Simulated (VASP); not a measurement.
Here is a VASP 6.6.1 calculation.

Contents of INCAR:

```
  ALGO = Normal
  DIPOL = 0.5 0.5 0.500
  EDIFF = 1E-7
  ENCUT = 520
  IDIPOL = 3
  ISIF = 2
  ISMEAR = -1
  LASPH = True
  LCHARG = False
  LDIPOL = True
  LREAL = False
  LWAVE = False
  NBANDS = 36
  NELM = 100
  PREC = Accurate
  SIGMA = 0.08
```

The input KPOINTS:

```
k-points
0
Gamma
  15 10 1
```

The input POSCAR:

```
Cu
1.0
    2.4875465902      0.0000000000      0.0000000000
    0.0000000000      3.5179221248      0.0000000000
    0.0000000000      0.0000000000     20.9751000000
Cu
5
Direct
    0.0000000000      0.0000000000      0.3857729366
    0.5000000000      0.5000000000      0.4391569466
    0.0000000000      0.0000000000      0.4999999978
    0.5000000000      0.5000000000      0.5608430587
    0.0000000000      0.0000000000      0.6142270603
```

Potentials or basis: VASP PAW LDA potentials, release 64 (Cu).

Run with:

```sh
$ cat potpaw_LDA.64/Cu/POTCAR > POTCAR
$ mpirun -np 1 vasp_std > vasp.out
```

(1) What does it give for the band gap on the k mesh?

(2) Estimate the largest force.

Results:

(1) zero (an odd number of electrons rules out a gap without spin polarisation).

(2) 0.050 eV/Å.
